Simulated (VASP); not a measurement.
Write the native input for VASP 6.6.1 that does the following.

| Item | Value |
| --- | --- |
| Task | relaxation of cell and atoms |
| Functional | PBE |
| Potentials or basis | VASP PAW PBE potentials, release 64 (Mg, C) |
| Cutoff | 600 eV |
| k mesh | 10 × 10 × 5 |
| Occupations | methfessel-paxton, width 0.02 eV |
| Spin | no spin polarisation |
| Dipole correction | no |
| Further INCAR settings | ALGO = Normal; EDIFF = 1e-07; IBRION = 2; EDIFFG = -0.03; NSW = 80; ISIF = 3 |

The structure of MgC2 lies in POSCAR:

```
MgC2
1.0
    2.6378079986      0.0000000000      0.0000000000
   -1.3189039993      2.2844087371      0.0000000000
    0.0000000000      0.0000000000      4.2446585922
Mg C
1 2
Direct
    0.0000000000      0.0000000000      0.0000000000
    0.3333333333      0.6666666667      0.4459491360
    0.6666666667      0.3333333333      0.5540508640
```

These files were run (other wordings do the same):

INCAR

```
SYSTEM = MgC2
ALGO = Normal ; EDIFF = 1E-7
EDIFFG = -0.03 ; ENCUT = 600
GGA = PE ; IBRION = 2
ISIF = 3 ; ISMEAR = 1
LASPH = .TRUE. ; LCHARG = .FALSE.
LREAL = .FALSE. ; LWAVE = .FALSE.
NELM = 60 ; NSW = 80
PREC = Accurate ; SIGMA = 0.02
```

KPOINTS

```
k-points
0
G
  10 10 5
  0 0 0
```

Potentials or basis: VASP PAW PBE potentials, release 64 (Mg, C).

Launch:

```sh
$ cat potpaw_PBE.64/Mg/POTCAR potpaw_PBE.64/C/POTCAR > POTCAR
$ mpirun -np 1 vasp_std > vasp.out
```

Results of the run:

```yaml
Pressure_after_relaxing: -0.1 GPa
Largest_force_after_relaxing: 0.017 eV/Å
Band_gap_on_the_k_mesh: 1.23 eV (least direct gap 2.39 eV)
```

Caveat: the relaxation stopped at its first step, so nothing moved; an odd mesh through Γ misses points on the zone boundary, where band edges can lie.

It took 29 s on 1 thread of Intel Xeon 8259CL (shared host), peak memory 0.16 GiB.
